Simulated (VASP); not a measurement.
# TiN (dsol) (Fm-3m) in VASP: vibrations by perturbation theory with PBEsol

Aim: the vibrations by perturbation theory of TiN (dsol) with PBEsol.

All numbers are computed with VASP 6.6.1; they aren't measurements. Logs are shortened: lines on timing, memory, paths and dates and some standing lists are left out, and cuts for length are marked.

### 1 The cell of the first run

It takes space group Fm-3m (No. 225, cubic). Conventional cell: a = 4.205 Å, b = 4.205 Å, c = 4.205 Å, α = 90.00°, β = 90.00°, γ = 90.00°. Within 2.8 Å of Ti (site symmetry m-3m) lie 6 N at 2.10 Å. N (site symmetry m-3m) has 6 Ti at 2.10 Å within 2.8 Å.

### 2 Vibrations by perturbation theory, PBEsol

Input file INCAR:

```
  PREC = Accurate
  ENCUT = 520
  EDIFF = 1E-8
  ISMEAR = -1
  SIGMA = 0.15
  LREAL = F
  LASPH = T
  NELM = 60
  ALGO = Normal
  ISIF = 2
  LWAVE = F
  LCHARG = F
  GGA = PS
  IBRION = 8
  NSW = 1
```

Input file KPOINTS:

```
Automatic mesh
0
Gamma
  16 16 16
```

Input file POSCAR:

```
TiN
1.0
    0.0000000000      2.1026817789      2.1026817789
    2.1026817789      0.0000000000      2.1026817789
    2.1026817789      2.1026817789      0.0000000000
Ti N
1 1
Direct
    0.0000000000      0.0000000000      0.0000000000
    0.5000000000      0.5000000000      0.5000000000
```

Potentials or basis: VASP PAW PBE potentials, release 64 (Ti_sv, N).

Launch:

```console
> cat potpaw_PBE.64/Ti_sv/POTCAR potpaw_PBE.64/N/POTCAR > POTCAR
> mpirun -np 1 vasp_std > vasp.out
```

OUTCAR:

```text
PREC = Accurate
   ENCUT = 520
   EDIFF = 1E-8
   ISMEAR = -1
   LREAL = F
   LASPH = T
   NELM = 60
   ISIF = 2
   GGA = PS
   IBRION = 8
   NSW = 1

 ion  position               nearest neighbor table
   1  0.000  0.000  0.000-   2 2.10   2 2.10   2 2.10   2 2.10   2 2.10   2 2.10
   2  0.500  0.500  0.500-   1 2.10   1 2.10   1 2.10   1 2.10   1 2.10   1 2.10

  LATTYP: Found a face centered cubic cell.
 ALAT       =     4.2053635578

  Lattice vectors:

 A1 = (   0.0000000000,   2.1026817789,   2.1026817789)
 A2 = (   2.1026817789,   0.0000000000,   2.1026817789)
 A3 = (   2.1026817789,   2.1026817789,   0.0000000000)

Analysis of symmetry for initial positions (statically):
=====================================================================
 Subroutine PRICEL returns:
 Original cell was already a primitive cell.

 Routine SETGRP: Setting up the symmetry group for a
 face centered cubic supercell.

 Subroutine GETGRP returns: Found 48 space group operations
 (whereof 48 operations were pure point group operations)
 out of a pool of 48 trial point group operations.

The static configuration has the point symmetry O_h .

Analysis of symmetry for dynamics (positions and initial velocities):
=====================================================================
 Subroutine PRICEL returns:
 Original cell was already a primitive cell.

 Routine SETGRP: Setting up the symmetry group for a
 face centered cubic supercell.

 Subroutine GETGRP returns: Found 48 space group operations
 (whereof 48 operations were pure point group operations)
 out of a pool of 48 trial point group operations.

The dynamic configuration has the point symmetry O_h .

 Subroutine INISYM returns: Found 48 space group operations
 (whereof 48 operations are pure point group operations),
 and found     1 'primitive' translations

----------------------------------------------------------------------------------------

                                     Primitive cell

  volume of cell :      18.5931

[... 516 lines left out ...]

 VOLUME and BASIS-vectors are now :
 -----------------------------------------------------------------------------
  energy-cutoff  :      520.00
  volume of cell :       18.59
      direct lattice vectors                 reciprocal lattice vectors
     0.000000000  2.102681779  2.102681779    -0.237791569  0.237791569  0.237791569
     2.102681779  0.000000000  2.102681779     0.237791569 -0.237791569  0.237791569
     2.102681779  2.102681779  0.000000000     0.237791569  0.237791569 -0.237791569

 POSITION                                       TOTAL-FORCE (eV/Angst)
 -----------------------------------------------------------------------------------
      0.00000      0.00000      0.00000        -0.000000      0.000000     -0.000000
      2.10268      2.10268      2.10268         0.000000     -0.000000      0.000000
 -----------------------------------------------------------------------------------
    total drift:                                0.000000     -0.000000     -0.000000

  FREE ENERGIE OF THE ION-ELECTRON SYSTEM (eV)
  ---------------------------------------------------
  free  energy   TOTEN  =       -20.8107690742 eV

  energy  without entropy=      -20.7511718055  energy(sigma->0) =      -20.78097044

[... ionic steps 2 to 3 ...]

--------------------------------------- Ionic step        4  -------------------------------------------

------------------------ aborting loop because EDIFF is reached ----------------------------------------

[... ionic steps 5 to 6 ...]

--------------------------------------- Ionic step        7  -------------------------------------------

 Free energy of the ion-electron system (eV)
  ---------------------------------------------------
  ---------------------------------------------------
  free energy    TOTEN  =        -0.23115566 eV

  energy without entropy =       -0.23115565

------------------------ aborting loop because EDIFF is reached ----------------------------------------

 INTERNAL STRAIN TENSOR  FOR ION    2  DIRECTION 1   (eV/Angst):
 -----------------------------------------------------------------------------
     0.02563  0.00000  0.00000
     0.00000 -0.01334  0.00000
     0.00000  0.00000 -0.01334

 INTERNAL STRAIN TENSOR FOR ION    2 for displacements in x,y,z  (eV/Angst):
          X           Y           Z          XY          YZ          ZX
  --------------------------------------------------------------------------------
  x     0.00000     0.00000     0.00000     0.00000     0.00000     0.00000
  y     0.00000     0.00000     0.00000     0.00000     0.00000     0.00000
  z     0.00000     0.00000     0.00000     0.00000     0.00000     0.00000

 SECOND DERIVATIVES (NOT SYMMETRIZED)
 ------------------------------------
               1X          1Y          1Z          2X          2Y          2Z
  1X   -11.287624    0.000000    0.000000   11.287624    0.000000    0.000000
  1Y     0.000000  -11.287624    0.000000    0.000000   11.287624    0.000000
  1Z     0.000000    0.000000  -11.287624    0.000000    0.000000   11.287624
  2X    11.264599    0.000000    0.000000  -11.264599    0.000000    0.000000
  2Y     0.000000   11.264599    0.000000    0.000000  -11.264599    0.000000
  2Z     0.000000    0.000000   11.264599    0.000000    0.000000  -11.264599

 Eigenvectors and eigenvalues of the dynamical matrix
 ----------------------------------------------------

   1 f  =   15.945241 THz   100.186905 2PiTHz  531.875995 cm-1    65.944189 meV
             X         Y         Z           dx          dy          dz
      0.000000  0.000000  0.000000     0.000000    0.476041    0.000000
      2.102682  2.102682  2.102682     0.000000   -0.879423    0.000000
[... 21 lines left out ...]
   6 f/i=    0.006815 THz     0.042822 2PiTHz    0.227335 cm-1     0.028186 meV
             X         Y         Z           dx          dy          dz
      0.000000  0.000000  0.000000     0.020366    0.494804    0.726732
      2.102682  2.102682  2.102682     0.011024    0.267842    0.393387

--------------------------------------------------------------------------------------------------------

 ELASTIC MODULI CONTR FROM IONIC RELAXATION (kBar)
 Direction    XX          YY          ZZ          XY          YZ          ZX
 --------------------------------------------------------------------------------
 XX           0.0000      0.0000      0.0000      0.0000      0.0000      0.0000
 YY           0.0000      0.0000      0.0000      0.0000      0.0000      0.0000
 ZZ           0.0000      0.0000      0.0000      0.0000      0.0000      0.0000
 XY           0.0000      0.0000      0.0000      0.0000      0.0000      0.0000
 YZ           0.0000      0.0000      0.0000      0.0000      0.0000      0.0000
 ZX           0.0000      0.0000      0.0000      0.0000      0.0000      0.0000
 --------------------------------------------------------------------------------
```

It took 11 min on 1 thread of AMD EPYC 7R43 (Zen 3), shared host; peak memory 0.3 GiB.

Results:

```yaml
Highest_phonon_frequency_at_Γ_LO-TO_splitting_left_out: 532 cm⁻¹
```

Phonon frequencies in cm⁻¹ (negative: imaginary):
| q point | frequencies |
| --- | --- |
| (0.000, 0.000, 0.000) | 0 0 0 532 532 532 |
